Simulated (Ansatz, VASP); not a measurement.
**One calculation of B, two programs**

```xyz
1
Lattice="1.8763 0.0000 0.0000 0.0000 1.8763 0.0000 0.0000 0.0000 1.8763" Properties=species:S:1:pos:R:3 pbc="T T T"
B     0.0000    0.0000    0.0000
```

Alike in both runs: functional PBEsol; k mesh 16 × 16 × 16; occupations fermi-dirac, width 0.1 eV; no spin polarisation.

Ansatz relaxed the structure, and its values are those at the end. VASP's run is a single point on that final structure, the one shown.

|  | VASP | Ansatz |
| --- | --- | --- |
| version | VASP 6.6.1 | Ansatz 0.2.0 |
| potentials or method | VASP PAW PBE potentials, release 64 (B), cutoff 520 eV | plane waves (420 eV) with PAW, scalar-relativistic |
| valence electrons in the cell | 3 | 3 |

VASP gave:

- pressure (GPa): 0.3

What did Ansatz give for the same quantities?

Pressure (GPa): 0.0.

VASP's potentials were made for PBE, not for PBEsol, and Ansatz warns of the same on its side. With one functional, cell and mesh, what is left measures potentials, basis and numerics.
